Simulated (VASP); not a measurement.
# NaCl (Fm-3m) in VASP: settings compared, part 2 of 3

VASP 6.6.1. Earlier steps stand in the parts before.

### 3 Single point, PBEsol-based screened hybrid with 25 % exact exchange

POSCAR reads:

```
NaCl
1.0
    0.0000000000      2.7927408096      2.7927408096
    2.7927408096      0.0000000000      2.7927408096
    2.7927408096      2.7927408096      0.0000000000
Cl Na
1 1
Direct
    0.5000000000      0.5000000000      0.5000000000
    0.0000000000      0.0000000000      0.0000000000
```

INCAR.step1 reads:

```
SYSTEM = NaCl
  PREC = Accurate
  ENCUT = 520
  EDIFF = 1E-5
  ISMEAR = -1
  SIGMA = 0.05
  LREAL = .False.
  LASPH = .True.
  NELM = 80
  ALGO = Normal
  ISIF = 2
  LWAVE = .True.
  LCHARG = .False.
  GGA = PE
  NBANDS = 14
```

INCAR.step2 reads:

```
SYSTEM = NaCl
  PREC = Accurate
  ENCUT = 520
  EDIFF = 1E-6
  ISMEAR = -1
  SIGMA = 0.05
  LREAL = .False.
  LASPH = .True.
  NELM = 80
  ALGO = Normal
  ISIF = 2
  LWAVE = .False.
  LCHARG = .False.
  GGA = PS
  LHFCALC = .True.
  AEXX = 0.25
  HFSCREEN = 0.207
  PRECFOCK = Normal
  ISTART = 1
  NBANDS = 14
```

KPOINTS reads:

```
Automatic mesh
0
Gamma
  4 4 4
  0 0 0
```

Potentials or basis: VASP PAW PBE potentials, release 64 (Cl, Na_pv).

Run with:

```console
$ cat potpaw_PBE.64/Cl/POTCAR potpaw_PBE.64/Na_pv/POTCAR > POTCAR
$ cp INCAR.step1 INCAR
$ mpirun -np 1 vasp_std > vasp.out
$ cp INCAR.step2 INCAR
$ mpirun -np 1 vasp_std > vasp.out
```

OUTCAR:

```text
SYSTEM = NaCl
   PREC = Accurate
   ENCUT = 520
   EDIFF = 1E-6
   ISMEAR = -1
   LREAL = .False.
   LASPH = .True.
   NELM = 80
   ISIF = 2
   GGA = PS
   LHFCALC = .True.
   AEXX = 0.25
   HFSCREEN = 0.207
   PRECFOCK = Normal
   ISTART = 1

 ion  position               nearest neighbor table
   1  0.500  0.500  0.500-
   2  0.000  0.000  0.000-

  LATTYP: Found a face centered cubic cell.
 ALAT       =     5.5854816192

  Lattice vectors:

 A1 = (   0.0000000000,   2.7927408096,   2.7927408096)
 A2 = (   2.7927408096,   0.0000000000,   2.7927408096)
 A3 = (   2.7927408096,   2.7927408096,   0.0000000000)

Analysis of symmetry for initial positions (statically):
=====================================================================
 Subroutine PRICEL returns:
 Original cell was already a primitive cell.

 Routine SETGRP: Setting up the symmetry group for a
 face centered cubic supercell.

 Subroutine GETGRP returns: Found 48 space group operations
 (whereof 48 operations were pure point group operations)
 out of a pool of 48 trial point group operations.

The static configuration has the point symmetry O_h .

Analysis of symmetry for dynamics (positions and initial velocities):
=====================================================================
 Subroutine PRICEL returns:
 Original cell was already a primitive cell.

 Routine SETGRP: Setting up the symmetry group for a
 face centered cubic supercell.

 Subroutine GETGRP returns: Found 48 space group operations
 (whereof 48 operations were pure point group operations)
 out of a pool of 48 trial point group operations.

The dynamic configuration has the point symmetry O_h .

 Subroutine INISYM returns: Found 48 space group operations
 (whereof 48 operations are pure point group operations),
 and found     1 'primitive' translations

----------------------------------------------------------------------------------------

                                     Primitive cell

  volume of cell :      43.5634

  direct lattice vectors                    reciprocal lattice vectors
     0.000000000  2.792740810  2.792740810    -0.179035591  0.179035591  0.179035591
     2.792740810  0.000000000  2.792740810     0.179035591 -0.179035591  0.179035591
     2.792740810  2.792740810  0.000000000     0.179035591  0.179035591 -0.179035591

  length of vectors
     3.949531929  3.949531929  3.949531929     0.310098739  0.310098739  0.310098739

  position of ions in fractional coordinates (direct lattice)
     0.500000000  0.500000000  0.500000000
     0.000000000  0.000000000  0.000000000

  ion indices of the primitive-cell ions
   primitive index   ion index
                 1           1
                 2           2

----------------------------------------------------------------------------------------

 KPOINTS: Automatic mesh

Automatic generation of k-mesh.
 Grid dimensions read from file:
 generate k-points for:    4    4    4

 Generating k-lattice:
[... 29 lines left out ...]
   total plane-waves  NPLWV =  27000
   dimension x,y,z NGX =    30 NGY =   30 NGZ =   30
   dimension x,y,z NGXF=    60 NGYF=   60 NGZF=   60
   ions per type =               1   1
   NGX,Y,Z   is equivalent  to a cutoff of  12.63, 12.63, 12.63 a.u.
   NGXF,Y,Z  is equivalent  to a cutoff of  25.26, 25.26, 25.26 a.u.
 SYSTEM =  NaCl
   PREC   = accura    normal or accurate (medium, high low for compatibility)
   ISTART =      1    job   : 0-new  1-cont  2-samecut
   ICHARG =      0    charge: 1-file 2-atom 10-const
   ISPIN  =      1    spin polarized calculation?
   LNONCOLLINEAR =      F non collinear calculations
   LSORBIT =      F    spin-orbit coupling
   LASPH  =      T    aspherical Exc in radial PAW
   ENCUT  =  520.0 eV  38.22 Ry    6.18 a.u.   7.34  7.34  7.34*2*pi/ulx,y,z
   NELM   =     80;   NELMIN=  2; NELMDL=  0     # of ELM steps
   EDIFF  = 0.1E-05   stopping-criterion for ELM
   LREAL  =      F    real-space projection
   EDIFFG = 0.1E-04   stopping-criterion for IOM
   NSW    =      0    number of steps for IOM
   IBRION =     -1    ionic relax: 0-MD 1-quasi-New 2-CG
   NFREE  =      0    steps in history (QN), initial steepest desc. (CG)
   ISIF   =      2    stress and relaxation
   ISYM   =      3    0-nonsym 1-usesym 2-fastsym
   POTIM  = 0.5000    time-step for ionic-motion
   TEBEG  =    0.0;   TEEND  =   0.0 temperature during run
   PSTRESS=    0.0 pullay stress
   NELECT =      14.0000    total number of electrons
   NUPDOWN=      -1.0000    fix difference up-down
   EMIN   =  10.00;   EMAX   =-10.00  energy-range for DOS
   EFERMI =   0.00;   METHOD = LEGACY
   ISMEAR =    -1;   SIGMA  =   0.05  broadening in eV -4-tet -1-fermi 0-gaus
   EFERMI_NEDOS =   21; number of points for ismear=-14 and -15
   IALGO  =     38    algorithm
   IMIX   =      1    mixing-type and parameters
     AMIX     =   0.40;   BMIX     =  1.00
     AMIX_MAG =   1.60;   BMIX_MAG =  1.00
  volume/ion in A,a.u.               =      21.78       146.99
  Fermi-wavevector in a.u.,A,eV,Ry     =   1.121356  2.119056 17.108503  1.257439
  Thomas-Fermi vector in A             =   2.258009
   LORBIT       =      0    0 simple, 1 ext, 2 COOP (PROOUT), +10 PAW based schemes
   GGA     = PS    functional components
   LHFCALC =     T    Hartree Fock is set to
   PRECFOCK=normal    Normal, Fast or Accurate (Low or Medium for compatibility)
   ENCUT4O =  -1.0   cutoff for four orbital integrals eV
   NKREDX  =     1    reduce k-point grid by
   NKREDY  =     1    reduce k-point grid by
   NKREDZ  =     1    reduce k-point grid by
   AEXX    =    0.2500 exact exchange contribution
   HFSCREEN=    0.2070 screening length (either q_TF or 0.3 A-1)
   HFSCREENC=   0.2070 screening length for correlation (either q_TF or 0.3 A-1)
   ENCUTFOCK=  -1.0 apply spherical cutoff to Coloumb kernel
   IVDW    =     0    specifies the selected vdW correction
   LEPSILON=     F    determine dielectric tensor
   LRPA    =     F    only Hartree local field effects (RPA)
 non-spin polarized calculation
  energy-cutoff  :      520.00
  volume of cell :       43.56
 maximum number of plane-waves:      1211
 NGX is ok and might be reduce to    30
  NGX = 24; NGY = 24; NGZ = 24

 number of electron      14.0000007 magnetization

 Free energy of the ion-electron system (eV)
  ---------------------------------------------------
  ext. energy  EPLUGINS =         0.00000000
  ---------------------------------------------------
  free energy    TOTEN  =        -8.05732089 eV

  energy without entropy =       -8.05732089  energy(sigma->0) =       -8.05732089

 E-fermi :  -0.4147     XC(G=0):  -7.0388

 val. band max:       -1.6008587144   @ k =   0.0000   0.0000   0.0000
 cond. band min:       4.8368533786   @ k =   0.0000   0.0000   0.0000
 fundamental gap:      6.4377120930
 Fermi energy:        -0.4147322648

 k-point     1 :       0.0000    0.0000    0.0000
  band No.  band energies     occupation
      1     -24.3293      2.00000
      2     -24.3293      2.00000
      3     -24.3293      2.00000
      4     -15.5197      2.00000
      5      -1.6009      2.00000
      6      -1.6009      2.00000
      7      -1.6009      2.00000
      8       4.8369      0.00000
      9      10.9429      0.00000
     10      10.9429      0.00000
     11      10.9429      0.00000
     12      13.3569      0.00000
     13      13.3569      0.00000
     14      14.5677      0.00000
[... 105 lines left out ...]
      1     -24.3447      2.00000
      2     -24.3447      2.00000
      3     -24.3403      2.00000
      4     -15.0367      2.00000
      5      -2.9623      2.00000
      6      -2.9623      2.00000
      7      -2.4538      2.00000
      8       8.7910      0.00000
      9       9.4803      0.00000
     10       9.4803      0.00000
     11      11.3566      0.00000
     12      15.9405      0.00000
     13      15.9405      0.00000
     14      16.6676      0.00000

------------------------ aborting loop because EDIFF is reached ----------------------------------------

  FORCE on cell =-STRESS in cart. coord.  units (eV):
  Direction    XX          YY          ZZ          XY          YZ          ZX
  --------------------------------------------------------------------------------------
  -------------------------------------------------------------------------------------
  Total        0.0118475      0.0118475      0.0118475      0.0000000      0.0000000      0.0000000
  in kB        0.4357273      0.4357273      0.4357273      0.0000000      0.0000000      0.0000000
  external PRESSURE =       0.4357273 kB  Pullay stress =       0.0000000 kB

 VOLUME and BASIS-vectors are now :
 -----------------------------------------------------------------------------
  energy-cutoff  :      520.00
  volume of cell :       43.56
      direct lattice vectors                 reciprocal lattice vectors
     0.000000000  2.792740810  2.792740810    -0.179035591  0.179035591  0.179035591
     2.792740810  0.000000000  2.792740810     0.179035591 -0.179035591  0.179035591
     2.792740810  2.792740810  0.000000000     0.179035591  0.179035591 -0.179035591

 POSITION                                       TOTAL-FORCE (eV/Angst)
 -----------------------------------------------------------------------------------
      2.79274      2.79274      2.79274        -0.000000      0.000000      0.000000
      0.00000      0.00000      0.00000         0.000000     -0.000000      0.000000
 -----------------------------------------------------------------------------------
    total drift:                                0.000003      0.000004      0.000004

  FREE ENERGIE OF THE ION-ELECTRON SYSTEM (eV)
  ---------------------------------------------------
  free  energy   TOTEN  =        -8.0573208946 eV

  energy  without entropy=       -8.0573208946  energy(sigma->0) =       -8.05732089
```

Wall time 4.5 min (1 thread of Intel Xeon Platinum 8259CL at 2.50GHz (Skylake/Cascade Lake), shared host); peak memory 0.25 GiB.

What came out:

| Quantity | Value |
| --- | --- |
| Free energy | -8.0573 eV |
| Pressure | 0.0 GPa |
| Band gap on the k mesh | 6.44 eV |

Levels at points of the mesh, in eV from the valence-band top:
```tsv
k point	band 5	band 6	band 7	band 8	band 9	band 10
(0.00, 0.00, 0.00)	0.00	0.00	0.00	6.44	12.54	12.54
(0.50, 0.00, 0.00)	-2.18	-0.31	-0.31	8.51	12.38	12.47
(0.50, 0.50, 0.00)	-1.90	-0.69	-0.69	8.98	9.23	12.96
```

Caveat: the k points lie up to 0.49 Å⁻¹ apart; the PAW data sets were made with another functional, which shifts forces and pressure a little.

### 4 Relaxation of cell and atoms, PBEsol-based screened hybrid with 25 % exact exchange

POSCAR reads:

```
NaCl
1.0
    0.0000000000      2.7940632177      2.7940632177
    2.7940632177      0.0000000000      2.7940632177
    2.7940632177      2.7940632177      0.0000000000
Cl Na
1 1
Direct
    0.5000000000      0.5000000000      0.5000000000
    0.0000000000      0.0000000000      0.0000000000
```

INCAR.step1 reads:

```
SYSTEM = NaCl
ALGO = Normal
EDIFF = 1E-5
ENCUT = 600
GGA = PE
ISMEAR = -1
LASPH = .TRUE.
LCHARG = .FALSE.
LREAL = .FALSE.
LWAVE = .TRUE.
NBANDS = 14
NELM = 60
PREC = Accurate
SIGMA = 0.05
```

INCAR.step2 reads:

```
SYSTEM = NaCl
AEXX = 0.25
ALGO = Normal
EDIFF = 1E-6
EDIFFG = -0.01
ENCUT = 600
GGA = PS
HFSCREEN = 0.207
IBRION = 2
ISIF = 3
ISMEAR = -1
ISTART = 1
LASPH = .TRUE.
LCHARG = .FALSE.
LHFCALC = .TRUE.
LREAL = .FALSE.
LWAVE = .FALSE.
NELM = 60
NSW = 60
PREC = Accurate
PRECFOCK = Normal
SIGMA = 0.05
```

KPOINTS reads:

```
k-points
0
G
  4 4 4
  0 0 0
```

Potentials or basis: VASP PAW PBE potentials, release 64 (Cl, Na_pv).

Run with:

```console
$ cat potpaw_PBE.64/Cl/POTCAR potpaw_PBE.64/Na_pv/POTCAR > POTCAR
$ cp INCAR.step1 INCAR
$ mpirun -np 1 vasp_std > vasp.out
$ cp INCAR.step2 INCAR
$ mpirun -np 1 vasp_std > vasp.out
```

OUTCAR:

```text
SYSTEM = NaCl
   AEXX = 0.25
   EDIFF = 1E-6
   EDIFFG = -0.01
   ENCUT = 600
   GGA = PS
   HFSCREEN = 0.207
   IBRION = 2
   ISIF = 3
   ISMEAR = -1
   ISTART = 1
   LASPH = .TRUE.
   LHFCALC = .TRUE.
   LREAL = .FALSE.
   NELM = 60
   NSW = 60
   PREC = Accurate
   PRECFOCK = Normal

 ion  position               nearest neighbor table
   1  0.500  0.500  0.500-
   2  0.000  0.000  0.000-

  LATTYP: Found a face centered cubic cell.
 ALAT       =     5.5881264354

  Lattice vectors:

 A1 = (   0.0000000000,   2.7940632177,   2.7940632177)
 A2 = (   2.7940632177,   0.0000000000,   2.7940632177)
 A3 = (   2.7940632177,   2.7940632177,   0.0000000000)

Analysis of symmetry for initial positions (statically):
=====================================================================
 Subroutine PRICEL returns:
 Original cell was already a primitive cell.

 Routine SETGRP: Setting up the symmetry group for a
 face centered cubic supercell.

 Subroutine GETGRP returns: Found 48 space group operations
 (whereof 48 operations were pure point group operations)
 out of a pool of 48 trial point group operations.

The static configuration has the point symmetry O_h .

Analysis of symmetry for dynamics (positions and initial velocities):
=====================================================================
 Subroutine PRICEL returns:
 Original cell was already a primitive cell.

 Routine SETGRP: Setting up the symmetry group for a
 face centered cubic supercell.

 Subroutine GETGRP returns: Found 48 space group operations
 (whereof 48 operations were pure point group operations)
 out of a pool of 48 trial point group operations.

The dynamic configuration has the point symmetry O_h .

 Subroutine INISYM returns: Found 48 space group operations
 (whereof 48 operations are pure point group operations),
 and found     1 'primitive' translations

[... 109 lines left out ...]
   AEXX    =    0.2500 exact exchange contribution
   HFSCREEN=    0.2070 screening length (either q_TF or 0.3 A-1)
   HFSCREENC=   0.2070 screening length for correlation (either q_TF or 0.3 A-1)
   ENCUTFOCK=  -1.0 apply spherical cutoff to Coloumb kernel
   IVDW    =     0    specifies the selected vdW correction
   LEPSILON=     F    determine dielectric tensor
   LRPA    =     F    only Hartree local field effects (RPA)
 conjugate gradient relaxation of ions
 non-spin polarized calculation
  energy-cutoff  :      600.00
  volume of cell :       43.63
 maximum number of plane-waves:      1475
  NGX = 24; NGY = 24; NGZ = 24

 number of electron      14.0000010 magnetization

 Free energy of the ion-electron system (eV)
  ---------------------------------------------------
  ext. energy  EPLUGINS =         0.00000000
  ---------------------------------------------------
  free energy    TOTEN  =        -8.05762917 eV

  energy without entropy =       -8.05762917  energy(sigma->0) =       -8.05762917

 E-fermi :  -0.5046     XC(G=0):  -7.0337

 val. band max:       -1.6093846899   @ k =   0.0000   0.0000   0.0000
 cond. band min:       4.8225731801   @ k =   0.0000   0.0000   0.0000
 fundamental gap:      6.4319578699
 Fermi energy:        -0.5045811801

 k-point     1 :       0.0000    0.0000    0.0000
  band No.  band energies     occupation
      1     -24.3407      2.00000
      2     -24.3407      2.00000
      3     -24.3407      2.00000
      4     -15.5245      2.00000
      5      -1.6094      2.00000
      6      -1.6094      2.00000
      7      -1.6094      2.00000
      8       4.8226      0.00000
      9      10.9328      0.00000
     10      10.9328      0.00000
     11      10.9328      0.00000
[... 85 lines left out ...]
 k-point     8 :      -0.2500    0.5000    0.2500
  band No.  band energies     occupation
      1     -24.3560      2.00000
      2     -24.3560      2.00000
      3     -24.3517      2.00000
      4     -15.0435      2.00000
      5      -2.9676      2.00000
      6      -2.9676      2.00000
      7      -2.4602      2.00000
      8       8.7763      0.00000
      9       9.4676      0.00000
     10       9.4676      0.00000
     11      11.3404      0.00000

------------------------ aborting loop because EDIFF is reached ----------------------------------------

  FORCE on cell =-STRESS in cart. coord.  units (eV):
  Direction    XX          YY          ZZ          XY          YZ          ZX
  --------------------------------------------------------------------------------------
  -------------------------------------------------------------------------------------
  Total        0.0048704      0.0048704      0.0048704      0.0000000      0.0000000      0.0000000
  in kB        0.1788708      0.1788708      0.1788708      0.0000000      0.0000000      0.0000000
  external PRESSURE =       0.1788708 kB  Pullay stress =       0.0000000 kB

 VOLUME and BASIS-vectors are now :
 -----------------------------------------------------------------------------
  energy-cutoff  :      600.00
  volume of cell :       43.63
      direct lattice vectors                 reciprocal lattice vectors
     0.000000000  2.794063218  2.794063218    -0.178950854  0.178950854  0.178950854
     2.794063218  0.000000000  2.794063218     0.178950854 -0.178950854  0.178950854
     2.794063218  2.794063218  0.000000000     0.178950854  0.178950854 -0.178950854

 POSITION                                       TOTAL-FORCE (eV/Angst)
 -----------------------------------------------------------------------------------
      2.79406      2.79406      2.79406         0.000000      0.000000      0.000000
      0.00000      0.00000      0.00000         0.000000      0.000000      0.000000
 -----------------------------------------------------------------------------------
    total drift:                                0.000003      0.000005      0.000005

  FREE ENERGIE OF THE ION-ELECTRON SYSTEM (eV)
  ---------------------------------------------------
  free  energy   TOTEN  =        -8.0576291666 eV

  energy  without entropy=       -8.0576291665  energy(sigma->0) =       -8.05762917

 reached required accuracy - stopping structural energy minimisation
```

OUTCAR.step1:

```text
SYSTEM = NaCl
   EDIFF = 1E-5
   ENCUT = 600
   GGA = PE
   ISMEAR = -1
   LASPH = .TRUE.
   LREAL = .FALSE.
[... 336 lines left out ...]
      2.79406      2.79406      2.79406        -0.000000     -0.000000     -0.000000
      0.00000      0.00000      0.00000         0.000000      0.000000      0.000000
 -----------------------------------------------------------------------------------
    total drift:                                0.000000     -0.000000     -0.000000

  FREE ENERGIE OF THE ION-ELECTRON SYSTEM (eV)
  ---------------------------------------------------
  free  energy   TOTEN  =        -6.7642357666 eV

  energy  without entropy=       -6.7642357666  energy(sigma->0) =       -6.76423577
```

OSZICAR.step1:

```text
N       E                     dE             d eps       ncg     rms          rms(c)
DAV:   1     0.103816293575E+03    0.10382E+03   -0.76786E+03   232   0.114E+03
DAV:   2     0.181173915538E+01   -0.10200E+03   -0.93212E+02   254   0.304E+02
DAV:   3    -0.681937360814E+01   -0.86311E+01   -0.85772E+01   284   0.777E+01
DAV:   4    -0.695525123975E+01   -0.13588E+00   -0.13584E+00   260   0.960E+00
DAV:   5    -0.695808654582E+01   -0.28353E-02   -0.28352E-02   286   0.145E+00    0.216E+00
DAV:   6    -0.677025102983E+01    0.18784E+00   -0.30949E-01   254   0.330E+00    0.161E+00
DAV:   7    -0.675875235131E+01    0.11499E-01   -0.81910E-02   298   0.167E+00    0.110E+00
DAV:   8    -0.676424952680E+01   -0.54972E-02   -0.94335E-03   242   0.863E-01    0.296E-01
DAV:   9    -0.676413566716E+01    0.11386E-03   -0.21443E-04   272   0.116E-01    0.155E-01
DAV:  10    -0.676424527749E+01   -0.10961E-03   -0.28013E-04   272   0.136E-01    0.655E-02
DAV:  11    -0.676423576663E+01    0.95109E-05   -0.18811E-05   270   0.420E-02
   1 F= -.67642358E+01 E0= -.67642358E+01  d E =-.372151E-10
```

Wall time 2.7 min (1 thread of Intel Xeon Platinum 8259CL at 2.50GHz (Skylake/Cascade Lake), shared host); peak memory 0.26 GiB.

Results:

```yaml
Free_energy: -8.0576 eV
Pressure_after_relaxing: 0.0 GPa
Band_gap_on_the_k_mesh: 6.43 eV
```

Final structure:
```
Cl Na
1.0
     0.00000    2.79406    2.79406
     2.79406    0.00000    2.79406
     2.79406    2.79406    0.00000
Cl Na
1 1
Direct
  0.50000 0.50000 0.50000
  0.00000 0.00000 0.00000
```

Levels at points of the mesh, in eV from the valence-band top:
```
           k point  band 5  band 6  band 7  band 8  band 9  band 10
(0.00, 0.00, 0.00)    0.00    0.00    0.00    6.43   12.54    12.54
(0.50, 0.00, 0.00)   -2.18   -0.31   -0.31    8.51   12.37    12.47
(0.50, 0.50, 0.00)   -1.90   -0.69   -0.69    8.98    9.23    12.95
```

Caveat: the k points lie up to 0.49 Å⁻¹ apart in the final cell; the relaxation stopped at its first step, so nothing moved; the PAW data sets were made with another functional, which shifts forces and pressure a little.

(Continued in part 3 of 3.)
